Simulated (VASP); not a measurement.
# Ta (Im-3m) in VASP: a series of runs

Ta is run at these levels: r2SCAN+rVV10; tasks: single point.

Program: VASP 6.6.1. These are calculated values, not measurements. Logs are shortened: lines on timing, memory, paths and dates and some standing lists are left out, and cuts for length are marked.

## Step 1: The cell of the first run

Symmetry: Im-3m, No. 229, cubic system. Conventional cell: a = 3.280 Å, b = 3.280 Å, c = 3.280 Å, α = 90.00°, β = 90.00°, γ = 90.00°. Within 3.7 Å of Ta (site symmetry m-3m) lie 14 Ta at 2.84 to 3.28 Å.

## Step 2: Single point, r2SCAN+rVV10

The input, POSCAR:

```
Ta
1.0
   -1.6401972500      1.6401972500      1.6401972500
    1.6401972500     -1.6401972500      1.6401972500
    1.6401972500      1.6401972500     -1.6401972500
Ta
1
Direct
    0.0000000000      0.0000000000      0.0000000000
```

The input, INCAR.step1:

```
SYSTEM = Ta
ALGO = Normal
EDIFF = 1E-4
ENCUT = 520
GGA = PE
ISMEAR = 1
LASPH = .TRUE.
LCHARG = .FALSE.
LREAL = .FALSE.
LWAVE = .TRUE.
NBANDS = 12
NELM = 60
PREC = Accurate
SIGMA = 0.05
```

The input, INCAR.step2:

```
SYSTEM = Ta
ALGO = Normal
BPARAM = 11.95
CPARAM = 0.0093
EDIFF = 1E-7
ENCUT = 520
ISIF = 2
ISMEAR = 1
ISTART = 1
IVDW_NL = 2
LASPH = .TRUE.
LCHARG = .FALSE.
LMIXTAU = .TRUE.
LREAL = .FALSE.
LUSE_VDW = .TRUE.
LWAVE = .FALSE.
METAGGA = R2SCAN
NBANDS = 12
NELM = 60
PREC = Accurate
SIGMA = 0.05
```

The input, KPOINTS:

```
k-points
0
G
  11 11 11
  0 0 0
```

Potentials or basis: VASP PAW PBE potentials, release 64 (Ta_pv).

The run is started by

```console
cat potpaw_PBE.64/Ta_pv/POTCAR > POTCAR
cp INCAR.step1 INCAR
mpirun -np 1 vasp_std > vasp.out
cp INCAR.step2 INCAR
mpirun -np 1 vasp_std > vasp.out
```

OUTCAR:

```text
SYSTEM = Ta
   BPARAM = 11.95
   EDIFF = 1E-7
   ENCUT = 520
   ISIF = 2
   ISMEAR = 1
   ISTART = 1
   IVDW_NL = 2
   LASPH = .TRUE.
   LREAL = .FALSE.
   METAGGA = R2SCAN
   NELM = 60
   PREC = Accurate

 ion  position               nearest neighbor table
   1  0.000  0.000  0.000-

  LATTYP: Found a body centered cubic cell.
 ALAT       =     3.2803945000

  Lattice vectors:

 A1 = (  -1.6401972500,   1.6401972500,   1.6401972500)
 A2 = (   1.6401972500,  -1.6401972500,   1.6401972500)
 A3 = (   1.6401972500,   1.6401972500,  -1.6401972500)

Analysis of symmetry for initial positions (statically):
=====================================================================
 Subroutine PRICEL returns:
 Original cell was already a primitive cell.

 Routine SETGRP: Setting up the symmetry group for a
 body centered cubic supercell.

 Subroutine GETGRP returns: Found 48 space group operations
 (whereof 48 operations were pure point group operations)
 out of a pool of 48 trial point group operations.

The static configuration has the point symmetry O_h .

Analysis of symmetry for dynamics (positions and initial velocities):
=====================================================================
 Subroutine PRICEL returns:
 Original cell was already a primitive cell.

 Routine SETGRP: Setting up the symmetry group for a
 body centered cubic supercell.

 Subroutine GETGRP returns: Found 48 space group operations
 (whereof 48 operations were pure point group operations)
 out of a pool of 48 trial point group operations.

The dynamic configuration has the point symmetry O_h .

 Subroutine INISYM returns: Found 48 space group operations
 (whereof 48 operations are pure point group operations),
 and found     1 'primitive' translations

----------------------------------------------------------------------------------------

                                     Primitive cell

  volume of cell :      17.6501

  direct lattice vectors                    reciprocal lattice vectors
    -1.640197250  1.640197250  1.640197250     0.000000000  0.304841384  0.304841384
     1.640197250 -1.640197250  1.640197250     0.304841384  0.000000000  0.304841384
     1.640197250  1.640197250 -1.640197250     0.304841384  0.304841384  0.000000000

  length of vectors
     2.840904971  2.840904971  2.840904971     0.431110820  0.431110820  0.431110820

  position of ions in fractional coordinates (direct lattice)
     0.000000000  0.000000000  0.000000000

  ion indices of the primitive-cell ions
   primitive index   ion index
                 1           1

----------------------------------------------------------------------------------------

 KPOINTS: k-points

Automatic generation of k-mesh.
 Grid dimensions read from file:
 generate k-points for:   11   11   11

 Generating k-lattice:

  Cartesian coordinates                     Fractional coordinates (reciprocal lattice)
     0.000000000  0.027712853  0.027712853     0.090909091  0.000000000  0.000000000
     0.027712853  0.000000000  0.027712853     0.000000000  0.090909091  0.000000000
     0.027712853  0.027712853  0.000000000     0.000000000  0.000000000  0.090909091

  Length of vectors
     0.039191893  0.039191893  0.039191893

  Shift w.r.t. Gamma in fractional coordinates (k-lattice)
     0.000000000  0.000000000  0.000000000

 Subroutine IBZKPT returns following result:
 ===========================================

 Found     56 irreducible k-points:

 Following reciprocal coordinates:
            Coordinates               Weight
  0.000000  0.000000  0.000000      1.000000
  0.090909  0.000000  0.000000     12.000000
  0.181818  0.000000  0.000000     12.000000
  0.272727  0.000000  0.000000     12.000000
  0.363636  0.000000  0.000000     12.000000
  0.454545  0.000000  0.000000     12.000000
[... 16 lines left out ...]
  0.272727  0.181818  0.090909     48.000000
  0.363636  0.181818  0.090909     24.000000
 [... further k-points ...]
   k-points           NKPTS =     56   k-points in BZ     NKDIM =     56   number of bands    NBANDS=     12
   number of dos      NEDOS =    301   number of ions     NIONS =      1
   total plane-waves  NPLWV =  13824
   dimension x,y,z NGX =    24 NGY =   24 NGZ =   24
   dimension x,y,z NGXF=    48 NGYF=   48 NGZF=   48
   ions per type =               1
   NGX,Y,Z   is equivalent  to a cutoff of  14.04, 14.04, 14.04 a.u.
   NGXF,Y,Z  is equivalent  to a cutoff of  28.09, 28.09, 28.09 a.u.
 SYSTEM =  Ta
   PREC   = accura    normal or accurate (medium, high low for compatibility)
   ISTART =      1    job   : 0-new  1-cont  2-samecut
   ICHARG =      0    charge: 1-file 2-atom 10-const
   ISPIN  =      1    spin polarized calculation?
   LNONCOLLINEAR =      F non collinear calculations
   LSORBIT =      F    spin-orbit coupling
   LASPH  =      T    aspherical Exc in radial PAW
   ENCUT  =  520.0 eV  38.22 Ry    6.18 a.u.   5.28  5.28  5.28*2*pi/ulx,y,z
   NELM   =     60;   NELMIN=  2; NELMDL=  0     # of ELM steps
   EDIFF  = 0.1E-06   stopping-criterion for ELM
   LREAL  =      F    real-space projection
   EDIFFG = 0.1E-05   stopping-criterion for IOM
   NSW    =      0    number of steps for IOM
   IBRION =     -1    ionic relax: 0-MD 1-quasi-New 2-CG
   NFREE  =      0    steps in history (QN), initial steepest desc. (CG)
   ISIF   =      2    stress and relaxation
   ISYM   =      2    0-nonsym 1-usesym 2-fastsym
   POTIM  = 0.5000    time-step for ionic-motion
   TEBEG  =    0.0;   TEEND  =   0.0 temperature during run
   PSTRESS=    0.0 pullay stress
   NELECT =      11.0000    total number of electrons
   NUPDOWN=      -1.0000    fix difference up-down
   EMIN   =  10.00;   EMAX   =-10.00  energy-range for DOS
   EFERMI =   0.00;   METHOD = LEGACY
   ISMEAR =     1;   SIGMA  =   0.05  broadening in eV -4-tet -1-fermi 0-gaus
   EFERMI_NEDOS =   21; number of points for ismear=-14 and -15
   IALGO  =     38    algorithm
   IMIX   =      4    mixing-type and parameters
     AMIX     =   0.40;   BMIX     =  1.00
     AMIX_MAG =   1.60;   BMIX_MAG =  1.00
  volume/ion in A,a.u.               =      17.65       119.11
  Fermi-wavevector in a.u.,A,eV,Ry     =   1.398373  2.642542 26.605466  1.955447
  Thomas-Fermi vector in A             =   2.521537
   LORBIT       =      0    0 simple, 1 ext, 2 COOP (PROOUT), +10 PAW based schemes
   METAGGA = R2SCAN    functional components
   LHFCALC =     F    Hartree Fock is set to
   AEXX    =    0.0000 exact exchange contribution
   IVDW_NL    =     2    kernel type
   BPARAM     =11.9500
   IVDW    =     0    specifies the selected vdW correction
   LEPSILON=     F    determine dielectric tensor
   LRPA    =     F    only Hartree local field effects (RPA)
 non-spin polarized calculation
 Methfessel and Paxton  Order N= 1 SIGMA  =   0.05
  energy-cutoff  :      520.00
  volume of cell :       17.65
 maximum number of plane-waves:       486
 NGX is ok and might be reduce to    24
   NGX = 11   NGY = 11   NGZ = 11

 number of electron      11.0000002 magnetization

 Free energy of the ion-electron system (eV)
  ---------------------------------------------------
  ext. energy  EPLUGINS =         0.00000000
  ---------------------------------------------------
  free energy    TOTEN  =       -48.40514109 eV

  energy without entropy =      -48.40474613  energy(sigma->0) =      -48.40500944

 E-fermi :   5.4441     XC(G=0): -13.9063

 val. band max:        5.4282907802   @ k =  -0.4545  -0.4545   0.1818
 cond. band min:       5.4544007371   @ k =   0.1818   0.0000   0.0000
 fundamental gap:      0.0261099569
 Fermi energy:         5.4440545709

 k-point     1 :       0.0000    0.0000    0.0000
  band No.  band energies     occupation
      1     -28.6277      2.00000
      2     -28.6277      2.00000
      3     -28.6277      2.00000
      4      -2.9407      2.00000
      5       6.3285     -0.00000
      6       6.3285     -0.00000
      7       6.3285     -0.00000
      8       9.8905      0.00000
      9       9.8905      0.00000
     10      17.7238      0.00000
     11      21.3430      0.00000
     12      21.3430      0.00000

 k-point     2 :       0.0909    0.0000    0.0000
  band No.  band energies     occupation
      1     -28.7423      2.00000
      2     -28.6623      2.00000
      3     -28.6284      2.00000
      4      -2.5491      2.00000
      5       6.0725     -0.00000
      6       6.2350     -0.00000
      7       6.7124      0.00000
      8       9.5082      0.00000
      9       9.8899      0.00000
     10      17.7239      0.00000
     11      21.6815      0.00000
     12      22.0304      0.00000

 k-point     3 :       0.1818    0.0000    0.0000
  band No.  band energies     occupation
      1     -29.0407      2.00000
      2     -28.7542      2.00000
      3     -28.6304      2.00000
      4      -1.4917      2.00000
      5       5.4544      0.65795
      6       5.8050     -0.00000
      7       7.8312      0.00000
      8       9.1230      0.00000
      9       9.9431      0.00000
     10      17.7238      0.00000
     11      22.1282      0.00000
     12      23.9254      0.00000
[... 286 lines left out ...]
 k-point    23 :       0.2727    0.1818    0.0909
  band No.  band energies     occupation
      1     -29.7154      2.00000
      2     -29.1405      2.00000
      3     -28.8366      2.00000
      4       2.4408      2.00000
      5       3.8411      2.00000
      6       4.7737      2.00000
      7      10.2462      0.00000
      8      10.8574      0.00000
      9      15.2298      0.00000
     10      16.8300      0.00000
     11      17.7323      0.00000
     12      20.3505      0.00000

 k-point    24 :       0.3636    0.1818    0.0909
  band No.  band energies     occupation
      1     -29.7191      2.00000
      2     -29.2280      2.00000
      3     -28.8457      2.00000
      4       2.4615      2.00000
      5       3.7765      2.00000
      6       5.4280      1.51252
      7      10.3506      0.00000
      8      10.9627      0.00000
      9      15.5165      0.00000
     10      16.2165      0.00000
     11      17.7278      0.00000
     12      19.6819      0.00000

 [... further k-points ...]
[... 5 lines left out ...]
  --------------------------------------------------------------------------------------
  -------------------------------------------------------------------------------------
  Total        0.3758233      0.3758233      0.3758233      0.0000000      0.0000000      0.0000000
  in kB       34.1150576     34.1150576     34.1150576      0.0000000      0.0000000      0.0000000
  external PRESSURE =      34.1150576 kB  Pullay stress =       0.0000000 kB

 VOLUME and BASIS-vectors are now :
 -----------------------------------------------------------------------------
  energy-cutoff  :      520.00
  volume of cell :       17.65
      direct lattice vectors                 reciprocal lattice vectors
    -1.640197250  1.640197250  1.640197250     0.000000000  0.304841384  0.304841384
     1.640197250 -1.640197250  1.640197250     0.304841384  0.000000000  0.304841384
     1.640197250  1.640197250 -1.640197250     0.304841384  0.304841384  0.000000000

 POSITION                                       TOTAL-FORCE (eV/Angst)
 -----------------------------------------------------------------------------------
      0.00000      0.00000      0.00000        -0.000000     -0.000000     -0.000000
 -----------------------------------------------------------------------------------
    total drift:                                0.000000      0.000000      0.000000

  FREE ENERGIE OF THE ION-ELECTRON SYSTEM (eV)
  ---------------------------------------------------
  free  energy   TOTEN  =       -48.4051410899 eV

  energy  without entropy=      -48.4047461295  energy(sigma->0) =      -48.40500944
```

It took 56 s on 1 thread of Intel Xeon Platinum 8488C (Sapphire Rapids), shared host; peak memory 0.22 GiB.

Results:

- Free energy: -48.4051 eV
- Pressure: 3.4 GPa

Caveat: the PAW data sets were made with another functional, which shifts forces and pressure a little; spin-orbit coupling is left out, which moves the levels of the heavy elements.

(Part 1 of 2 ends here.)
